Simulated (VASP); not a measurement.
# TaNbN2 (P6/mmm) in VASP: notebook

The runs below take TaNbN2 through relaxation of cell and atoms, single point, with PBE.

Program: VASP 6.6.1. These are calculated values, not measurements. Logs are shortened: lines on timing, memory, paths and dates and some standing lists are left out, and cuts for length are marked.

### 1 The cell of the first run

It takes space group P6/mmm (No. 191, hexagonal). The conventional cell has a = 3.477 Å, b = 3.477 Å, c = 5.379 Å, α = 90.00°, β = 90.00°, γ = 120.00°. Ta (site symmetry 6/mmm) has 2 Nb at 2.69 Å and 12 N at 3.36 Å and 6 Ta at 3.48 Å within 3.5 Å. Within 2.7 Å of Nb (site symmetry 6/mmm) lie 6 N at 2.01 Å and 2 Ta at 2.69 Å. Within 2.7 Å of N (site symmetry -6m2) lie 3 N at 2.01 Å and 3 Nb at 2.01 Å.

### 2 Relaxation of cell and atoms, PBE

File INCAR:

```
PREC = Accurate ; ENCUT = 600
EDIFF = 1E-6 ; ISMEAR = 0
SIGMA = 0.1 ; LREAL = F
LASPH = T ; NELM = 80
ALGO = Normal ; ISIF = 3
LWAVE = F ; LCHARG = F
GGA = PE ; IBRION = 2
NSW = 90 ; EDIFFG = -0.04
```

File KPOINTS:

```
Automatic mesh
0
Gamma
  6 6 4
```

File POSCAR:

```
TaNbN2
1.0
    3.4768440600      0.0000000000      0.0000000000
   -1.7384220300      3.0110352800      0.0000000000
    0.0000000000      0.0000000000      5.3790511300
Ta Nb N
1 1 2
Direct
    0.0000000000      0.0000000000      0.5000000000
    0.0000000000      0.0000000000      0.0000000000
    0.3333333300      0.6666666700      0.0000000000
    0.6666666700      0.3333333300      0.0000000000
```

Potentials or basis: VASP PAW PBE potentials, release 64 (Ta_pv, Nb_sv, N).

Launch:

```
$ cat potpaw_PBE.64/Ta_pv/POTCAR potpaw_PBE.64/Nb_sv/POTCAR potpaw_PBE.64/N/POTCAR > POTCAR
$ mpirun -np 1 vasp_std > vasp.out
```

OUTCAR:

```text
PREC = Accurate
   ENCUT = 600
   EDIFF = 1E-6
   ISMEAR = 0
   LREAL = F
   LASPH = T
   NELM = 80
   ISIF = 3
   GGA = PE
   IBRION = 2
   NSW = 90
   EDIFFG = -0.04

 ion  position               nearest neighbor table
   1  0.000  0.000  0.500-   2 2.69   2 2.69
   2  0.000  0.000  0.000-   3 2.01   4 2.01   3 2.01   4 2.01   4 2.01   3 2.01   1 2.69   1 2.69

   3  0.333  0.667  0.000-   2 2.01   2 2.01   2 2.01
   4  0.667  0.333  0.000-   2 2.01   2 2.01   2 2.01

  LATTYP: Found a hexagonal cell.
 ALAT       =     3.4768440600
 C/A-ratio  =     1.5471073874

  Lattice vectors:

 A1 = (   3.4768440600,   0.0000000000,   0.0000000000)
 A2 = (  -1.7384220300,   3.0110352800,   0.0000000000)
 A3 = (   0.0000000000,   0.0000000000,   5.3790511300)

Analysis of symmetry for initial positions (statically):
=====================================================================
 Subroutine PRICEL returns:
 Original cell was already a primitive cell.

 Routine SETGRP: Setting up the symmetry group for a
 hexagonal supercell.

 Subroutine GETGRP returns: Found 24 space group operations
 (whereof 24 operations were pure point group operations)
 out of a pool of 24 trial point group operations.

The static configuration has the point symmetry D_6h.

Analysis of symmetry for dynamics (positions and initial velocities):
=====================================================================
 Subroutine PRICEL returns:
 Original cell was already a primitive cell.

 Routine SETGRP: Setting up the symmetry group for a
 hexagonal supercell.

 Subroutine GETGRP returns: Found 24 space group operations
 (whereof 24 operations were pure point group operations)
 out of a pool of 24 trial point group operations.

The dynamic configuration has the point symmetry D_6h.

 Subroutine INISYM returns: Found 24 space group operations
 (whereof 24 operations are pure point group operations),
 and found     1 'primitive' translations

----------------------------------------------------------------------------------------

                                     Primitive cell

  volume of cell :      56.3127

  direct lattice vectors                    reciprocal lattice vectors
     3.476844060  0.000000000  0.000000000     0.287617156  0.166055842  0.000000000
    -1.738422030  3.011035280  0.000000000     0.000000000  0.332111685  0.000000000
     0.000000000  0.000000000  5.379051130     0.000000000  0.000000000  0.185906394

  length of vectors
[... 87 lines left out ...]
   NFREE  =      1    steps in history (QN), initial steepest desc. (CG)
   ISIF   =      3    stress and relaxation
   ISYM   =      2    0-nonsym 1-usesym 2-fastsym
   POTIM  = 0.5000    time-step for ionic-motion
   TEBEG  =    0.0;   TEEND  =   0.0 temperature during run
   PSTRESS=    0.0 pullay stress
   NELECT =      34.0000    total number of electrons
   NUPDOWN=      -1.0000    fix difference up-down
   EMIN   =  10.00;   EMAX   =-10.00  energy-range for DOS
   EFERMI =   0.00;   METHOD = LEGACY
   ISMEAR =     0;   SIGMA  =   0.10  broadening in eV -4-tet -1-fermi 0-gaus
   EFERMI_NEDOS =   21; number of points for ismear=-14 and -15
   IALGO  =     38    algorithm
   IMIX   =      4    mixing-type and parameters
     AMIX     =   0.40;   BMIX     =  1.00
     AMIX_MAG =   1.60;   BMIX_MAG =  1.00
  volume/ion in A,a.u.               =      14.08        95.00
  Fermi-wavevector in a.u.,A,eV,Ry     =   1.383669  2.614755 26.048899  1.914540
  Thomas-Fermi vector in A             =   2.508245
   LORBIT       =      0    0 simple, 1 ext, 2 COOP (PROOUT), +10 PAW based schemes
   GGA     = PE    functional components
   LHFCALC =     F    Hartree Fock is set to
   AEXX    =    0.0000 exact exchange contribution
   IVDW    =     0    specifies the selected vdW correction
   LEPSILON=     F    determine dielectric tensor
   LRPA    =     F    only Hartree local field effects (RPA)
 conjugate gradient relaxation of ions
 non-spin polarized calculation
 Gauss-broadening in eV      SIGMA  =   0.10
  energy-cutoff  :      600.00
  volume of cell :       56.31
 maximum number of plane-waves:      1906
 NGX is ok and might be reduce to    28
   NGX = 13   NGY = 13   NGZ = 21

--------------------------------------- Ionic step        1  -------------------------------------------

 number of electron      33.9999997 magnetization

 Free energy of the ion-electron system (eV)
  ---------------------------------------------------
  ext. energy  EPLUGINS =         0.00000000
  ---------------------------------------------------
  free energy    TOTEN  =       -30.96316928 eV

  energy without entropy =      -30.93376251  energy(sigma->0) =      -30.94846589

------------------------ aborting loop because EDIFF is reached ----------------------------------------

  FORCE on cell =-STRESS in cart. coord.  units (eV):
  Direction    XX          YY          ZZ          XY          YZ          ZX
  --------------------------------------------------------------------------------------
  -------------------------------------------------------------------------------------
  Total       11.8117856     11.8117856      4.8437346     -0.0000000     -0.0000000      0.0000000
  in kB      336.0620000    336.0619998    137.8110967     -0.0000000     -0.0000000      0.0000000
  external PRESSURE =     269.9783655 kB  Pullay stress =       0.0000000 kB
[... 25 lines left out ...]
--------------------------------------- Ionic step        2  -------------------------------------------

 number of electron      34.0000004 magnetization

 E-fermi :   3.7665     XC(G=0): -10.1564

 val. band max:        3.7605556774   @ k =   0.1667   0.1667   0.2500
 cond. band min:       3.7690223471   @ k =   0.1667   0.0000   0.5000
 fundamental gap:      0.0084666697
 Fermi energy:         3.7665183021

 k-point     1 :       0.0000    0.0000    0.0000
  band No.  band energies     occupation
      1     -51.2840      2.00000
      2     -31.8454      2.00000
      3     -31.8454      2.00000
      4     -31.6177      2.00000
      5     -27.3404      2.00000
      6     -27.2380      2.00000
[... 682 lines left out ...]
--------------------------------------- Ionic step        7  -------------------------------------------

 number of electron      33.9999997 magnetization

 Free energy of the ion-electron system (eV)
  ---------------------------------------------------
  ext. energy  EPLUGINS =         0.00000000
  ---------------------------------------------------
  free energy    TOTEN  =       -31.64851474 eV

  energy without entropy =      -31.61115676  energy(sigma->0) =      -31.62983575

 E-fermi :   5.3297     XC(G=0): -10.9338

 val. band max:        5.3279442361   @ k =   0.3333   0.1667   0.0000
 cond. band min:       5.3301753422   @ k =   0.3333   0.0000   0.0000
 fundamental gap:      0.0022311061
 Fermi energy:         5.3297239424

 k-point     1 :       0.0000    0.0000    0.0000
  band No.  band energies     occupation
      1     -49.5322      2.00000
      2     -29.9715      2.00000
      3     -29.9607      2.00000
      4     -29.9607      2.00000
      5     -25.6646      2.00000
      6     -25.6039      2.00000
[... 524 lines left out ...]
  FREE ENERGIE OF THE ION-ELECTRON SYSTEM (eV)
  ---------------------------------------------------
  free  energy   TOTEN  =       -31.6485147351 eV

  energy  without entropy=      -31.6111567563  energy(sigma->0) =      -31.62983575

 reached required accuracy - stopping structural energy minimisation
```

CONTCAR:

```text
TaNbN2
   1.00000000000000
     3.6503440158800737    0.0000000000000000    0.0000000000000000
    -1.8251720079400369    3.1612906492057058    0.0000000000000000
     0.0000000000000000   -0.0000000000000000    5.6853799892846464
  Ta              Nb              N
     1     1     2
Direct
     0.0000000000000000    0.0000000000000000    0.5000000000000000
     0.0000000000000000    0.0000000000000000    0.0000000000000000
     0.3333333300000021    0.6666666699999979    1.0000000000000000
     0.6666666699999979    0.3333333300000021    0.0000000000000000

  0.00000000E+00  0.00000000E+00  0.00000000E+00
  0.00000000E+00  0.00000000E+00  0.00000000E+00
  0.00000000E+00  0.00000000E+00  0.00000000E+00
  0.00000000E+00  0.00000000E+00  0.00000000E+00
```

Wall time 3.2 min (1 thread of Intel Xeon Platinum 8488C (Sapphire Rapids), shared host); peak memory 0.22 GiB.

Results:

```yaml
Free_energy: -31.6485 eV
Relaxed_volume: 16.40 Å³/atom
Relaxed_cell: a = 3.650 Å, b = 3.650 Å, c = 5.685 Å, α = 90.00°, β = 90.00°, γ = 120.00°
Space_group_after_relaxing_to_0.05_Å: P6/mmm (No. 191)
Energy_gained_by_relaxing: 171.3 meV/atom
Ionic_steps: 7
Pressure_after_relaxing: 0.1 GPa
Band_gap_on_the_k_mesh: zero (band 17 reaches 5.68 eV, above the bottom of band 18 at 4.79 eV)
```

The path:
```tsv
step	energy change (eV)	largest force (eV/Å)	pressure (GPa)	volume (Å³)
1	0.0000	0.0000	27.00	56.31
2	0.4408	0.0000	-18.93	77.79
3	-0.6618	0.0000	-0.40	64.64
4	-0.6635	0.0000	0.48	64.26
5	-0.6634	0.0000	0.87	64.10
6	-0.6785	0.0000	0.47	64.75
7	-0.6853	0.0000	0.08	65.61
```

Final structure:
```
CELL_PARAMETERS angstrom
3.65034 0.00000 0.00000
-1.82517 3.16129 0.00000
0.00000 0.00000 5.68538
ATOMIC_POSITIONS crystal
Ta 0.00000 0.00000 0.50000
Nb 0.00000 0.00000 0.00000
N 0.33333 0.66667 0.00000
N 0.66667 0.33333 0.00000
```

Levels at points of the mesh, in eV from the Fermi level:
```
           k point  band 15  band 16  band 17  band 18  band 19  band 20
(0.00, 0.00, 0.00)    -0.13    -0.13     0.29     0.40     0.40     1.16
(0.50, 0.00, 0.00)    -1.75    -1.38    -0.67     0.42     0.78     1.05
(0.00, 0.00, 0.50)     0.27     0.35     0.35     0.54     0.79     0.79
(0.50, 0.00, 0.50)    -0.56    -0.54     0.02     0.24     0.51     0.57
```

Caveat: the volume moved by over 15 % at a fixed basis, so the end points are rough; spin-orbit coupling is left out, which moves the levels of the heavy elements.

### 3 Single point, PBE, collinear spin, ferromagnetic start

File INCAR:

```
SYSTEM = TaNbN2
  ALGO = Normal
  EDIFF = 1E-6
  ENCUT = 520
  GGA = PE
  ISIF = 2
  ISMEAR = 0
  ISPIN = 2
  LASPH = .TRUE.
  LCHARG = .FALSE.
  LMAXMIX = 4
  LORBIT = 11
  LREAL = .FALSE.
  LWAVE = .FALSE.
  MAGMOM = 1 0 0 0
  NBANDS = 29
  NELM = 150
  PREC = Accurate
  SIGMA = 0.1
```

File KPOINTS:

```
k-points
0
G
  6 6 4
  0 0 0
```

POSCAR is that of step 2.

Potentials or basis: VASP PAW PBE potentials, release 64 (Ta_pv, Nb_sv, N).

Launch:

```
$ cat potpaw_PBE.64/Ta_pv/POTCAR potpaw_PBE.64/Nb_sv/POTCAR potpaw_PBE.64/N/POTCAR > POTCAR
$ mpirun -np 1 vasp_std > vasp.out
```

Run time: 87 s. Hardware: 1 thread of Intel Xeon Platinum 8488C (Sapphire Rapids), shared host; peak memory 0.23 GiB.

It converged, with:

```yaml
Free_energy: -30.9586 eV
Pressure: 27.0 GPa
Net_moment: 0.10 μB per cell
Site_moments: Ta +0.06; Nb +0.00; N -0.01 μB
Valence_electrons_inside_the_program's_atomic_spheres: Ta 8.61; Nb 11.07; N 3.69
```

Stress tensor (GPa, compression positive):
```
33.68  0.00  0.00
 0.00 33.68  0.00
 0.00  0.00 13.73
```

Levels at points of the mesh, in eV from the Fermi level:
Spin up:
```tsv
k point	band 13	band 14	band 15	band 16	band 17	band 18	band 19	band 20	band 21	band 22
(0.00, 0.00, 0.00)	-5.33	-2.59	-0.46	-0.46	0.05	0.47	0.47	1.50	1.50	3.88
(0.50, 0.00, 0.00)	-3.49	-2.67	-2.38	-1.71	-1.14	0.36	0.82	1.02	3.04	3.61
(0.00, 0.00, 0.50)	-2.51	-1.31	0.01	0.39	0.39	0.68	1.00	1.00	1.01	1.01
(0.50, 0.00, 0.50)	-3.47	-2.66	-0.85	-0.72	0.16	0.30	0.40	0.40	1.08	2.45
```
Spin down:
| k point | band 13 | band 14 | band 15 | band 16 | band 17 | band 18 | band 19 | band 20 | band 21 | band 22 |
| --- | --- | --- | --- | --- | --- | --- | --- | --- | --- | --- |
| (0.00, 0.00, 0.00) | -5.28 | -2.52 | -0.43 | -0.43 | 0.02 | 0.53 | 0.53 | 1.50 | 1.50 | 3.91 |
| (0.50, 0.00, 0.00) | -3.44 | -2.67 | -2.40 | -1.65 | -1.11 | 0.35 | 0.85 | 1.08 | 3.09 | 3.64 |
| (0.00, 0.00, 0.50) | -2.47 | -1.28 | -0.01 | 0.45 | 0.45 | 0.75 | 1.01 | 1.01 | 1.02 | 1.02 |
| (0.50, 0.00, 0.50) | -3.45 | -2.67 | -0.80 | -0.68 | 0.18 | 0.30 | 0.39 | 0.46 | 1.13 | 2.51 |

Caveat: spin-orbit coupling is left out, which moves the levels of the heavy elements.

### 4 Single point, PBE, collinear spin, ferromagnetic start

This run uses another cell than the first one, of 16.46 Å³/atom, 1.169 times its volume.

File INCAR:

```
PREC = Accurate
ENCUT = 520
EDIFF = 1E-6
ISMEAR = 0
SIGMA = 0.1
LREAL = F
LASPH = T
NELM = 150
ALGO = Normal
ISIF = 2
LWAVE = F
LCHARG = F
ISPIN = 2
MAGMOM = 1 0 0 0
LORBIT = 11
LMAXMIX = 4
GGA = PE
NBANDS = 29
```

File KPOINTS:

```
Automatic mesh
0
Gamma
  6 6 4
```

File POSCAR:

```
TaNbN2
1.0
    3.6512995630      0.0000000000      0.0000000000
   -1.8256497815      3.1621181784      0.0000000000
    0.0000000000      0.0000000000      5.7013974228
Ta Nb N
1 1 2
Direct
    0.0000000000      0.0000000000      0.5000000000
    0.0000000000      0.0000000000      0.0000000000
    0.3333333333      0.6666666667      0.0000000000
    0.6666666667      0.3333333333      0.0000000000
```

Potentials or basis: VASP PAW PBE potentials, release 64 (Ta_pv, Nb_sv, N).

Launch:

```
$ cat potpaw_PBE.64/Ta_pv/POTCAR potpaw_PBE.64/Nb_sv/POTCAR potpaw_PBE.64/N/POTCAR > POTCAR
$ mpirun -np 1 vasp_std > vasp.out
```

OUTCAR:

```text
PREC = Accurate
   ENCUT = 520
   EDIFF = 1E-6
   ISMEAR = 0
   LREAL = F
   LASPH = T
   NELM = 150
   ISIF = 2
   ISPIN = 2
   LORBIT = 11
   GGA = PE

 ion  position               nearest neighbor table
   1  0.000  0.000  0.500-   2 2.85   2 2.85
   2  0.000  0.000  0.000-   3 2.11   4 2.11   4 2.11   3 2.11   4 2.11   3 2.11   1 2.85   1 2.85

   3  0.333  0.667  0.000-   2 2.11   2 2.11   2 2.11
   4  0.667  0.333  0.000-   2 2.11   2 2.11   2 2.11

  LATTYP: Found a hexagonal cell.
 ALAT       =     3.6512995630
 C/A-ratio  =     1.5614707379

  Lattice vectors:

 A1 = (   3.6512995630,   0.0000000000,   0.0000000000)
 A2 = (  -1.8256497815,   3.1621181784,   0.0000000000)
 A3 = (   0.0000000000,   0.0000000000,   5.7013974228)

Analysis of symmetry for initial positions (statically):
=====================================================================
[... 1544 lines left out ...]

  FORCE on cell =-STRESS in cart. coord.  units (eV):
  Direction    XX          YY          ZZ          XY          YZ          ZX
  --------------------------------------------------------------------------------------
  -------------------------------------------------------------------------------------
  Total        0.2339653      0.2339653      0.2063683      0.0000000      0.0000000     -0.0000000
  in kB        5.6944947      5.6944947      5.0228086      0.0000000      0.0000000     -0.0000000
  external PRESSURE =       5.4705994 kB  Pullay stress =       0.0000000 kB

 VOLUME and BASIS-vectors are now :
 -----------------------------------------------------------------------------
  energy-cutoff  :      520.00
  volume of cell :       65.83
      direct lattice vectors                 reciprocal lattice vectors
     3.651299563  0.000000000  0.000000000     0.273875091  0.158121857  0.000000000
    -1.825649781  3.162118178  0.000000000     0.000000000  0.316243715  0.000000000
     0.000000000  0.000000000  5.701397423     0.000000000  0.000000000  0.175395596

 POSITION                                       TOTAL-FORCE (eV/Angst)
 -----------------------------------------------------------------------------------
      0.00000      0.00000      2.85070         0.000000      0.000000      0.000000
      0.00000      0.00000      0.00000         0.000000      0.000000      0.000000
     -0.00000      2.10808      0.00000         0.000000      0.000000     -0.000000
      1.82565      1.05404      0.00000        -0.000000      0.000000      0.000000
 -----------------------------------------------------------------------------------
    total drift:                                0.000000     -0.000000      0.000000

  FREE ENERGIE OF THE ION-ELECTRON SYSTEM (eV)
  ---------------------------------------------------
  free  energy   TOTEN  =       -31.6727461862 eV

  energy  without entropy=      -31.6464416840  energy(sigma->0) =      -31.65959394

 total charge

# of ion       s       p       d       tot
------------------------------------------
    1        0.370   6.008   2.110   8.488
    2        2.229   6.070   2.422  10.721
    3        1.333   2.271   0.000   3.604
    4        1.333   2.271   0.000   3.604
--------------------------------------------------
tot          5.265  16.621   4.532  26.417

 magnetization (x)

# of ion       s       p       d       tot
------------------------------------------
    1        0.023   0.024   0.645   0.691
    2        0.003   0.010   0.097   0.110
    3        0.000  -0.045   0.000  -0.044
    4        0.000  -0.045   0.000  -0.044
--------------------------------------------------
tot          0.027  -0.055   0.742   0.714
```

OSZICAR:

```text
N       E                     dE             d eps       ncg     rms          rms(c)
DAV:   1     0.318114867649E+03    0.31811E+03   -0.17457E+04  2436   0.114E+03
DAV:   2    -0.209160294522E+02   -0.33903E+03   -0.31548E+03  2986   0.388E+02
DAV:   3    -0.418205363041E+02   -0.20905E+02   -0.20134E+02  3428   0.884E+01
[... 12 lines left out ...]
DAV:  16    -0.316727027096E+02   -0.36315E-03   -0.10954E-03  3054   0.145E-01    0.407E-02
DAV:  17    -0.316727390270E+02   -0.36317E-04   -0.20011E-04  3109   0.612E-02    0.195E-02
DAV:  18    -0.316727436852E+02   -0.46582E-05   -0.38349E-05  2923   0.246E-02    0.744E-03
DAV:  19    -0.316727457924E+02   -0.21072E-05   -0.32840E-06  2655   0.109E-02    0.382E-03
DAV:  20    -0.316727461862E+02   -0.39380E-06   -0.37994E-07  1403   0.362E-03
   1 F= -.31672746E+02 E0= -.31659594E+02  d E =-.263045E-01  mag=     1.1611
```

It took 1.7 min on 1 thread of Intel Xeon Platinum 8488C (Sapphire Rapids), shared host; peak memory 0.24 GiB.

What came out:

* Free energy: -31.6727 eV
* Pressure: 0.5 GPa
* Net moment: 1.16 μB per cell
* Site moments: Ta +0.69; Nb +0.11; N -0.04 μB
* Valence electrons inside the program's atomic spheres: Ta 8.49; Nb 10.72; N 3.60

Levels at points of the mesh, in eV from the Fermi level:
Spin up:
| k point | band 14 | band 15 | band 16 | band 17 | band 18 | band 19 | band 20 | band 21 |
| --- | --- | --- | --- | --- | --- | --- | --- | --- |
| (0.00, 0.00, 0.00) | -2.40 | -0.36 | -0.36 | 0.04 | 0.04 | 0.37 | 1.17 | 1.17 |
| (0.50, 0.00, 0.00) | -2.09 | -1.72 | -1.71 | -0.89 | 0.38 | 0.47 | 0.77 | 2.08 |
| (0.00, 0.00, 0.50) | -1.33 | -0.01 | -0.01 | 0.25 | 0.35 | 0.60 | 0.60 | 1.01 |
| (0.50, 0.00, 0.50) | -2.09 | -0.89 | -0.79 | -0.16 | 0.01 | 0.46 | 0.52 | 0.65 |
Spin down:
```csv
k point,band 14,band 15,band 16,band 17,band 18,band 19,band 20,band 21
"(0.00, 0.00, 0.00)",-1.90,0.07,0.07,0.17,0.63,0.63,1.13,1.13
"(0.50, 0.00, 0.00)",-2.08,-1.83,-1.16,-0.47,0.40,0.96,1.21,2.66
"(0.00, 0.00, 0.50)",-1.01,0.15,0.58,0.58,0.75,0.88,0.88,1.20
"(0.50, 0.00, 0.50)",-2.08,-0.45,-0.30,0.14,0.44,0.50,0.65,1.31
```

Caveat: spin-orbit coupling is left out, which moves the levels of the heavy elements.

### 5 Overview

```csv
task,spin,cell,cutoff (eV),gap on the mesh (eV),pressure (GPa),moment (μB)
relaxation of cell and atoms,off,"relaxed from a = 3.477, b = 3.477, c = 5.379 Å, angles 90.0, 90.0, 120.0°, 4 atoms",600,none,0.1,-
single point,"collinear, ferromagnetic start","a = 3.477, b = 3.477, c = 5.379 Å, angles 90.0, 90.0, 120.0°, 4 atoms",520,none,27.0,0.10
single point,"collinear, ferromagnetic start","a = 3.651, b = 3.651, c = 5.701 Å, angles 90.0, 90.0, 120.0°, 4 atoms",520,none,0.5,1.16
```

Alike in all rows: level PBE; potentials or basis VASP PAW PBE potentials, release 64 (Ta_pv, Nb_sv, N); k mesh 6 × 6 × 4; smearing gaussian 0.1 eV.

Caveats: spin-orbit coupling is left out, which moves the levels of the heavy elements; the volume moved by over 15 % at a fixed basis, so the end points are rough (some runs).

Absolute energies hang on the potentials; compare differences alone.
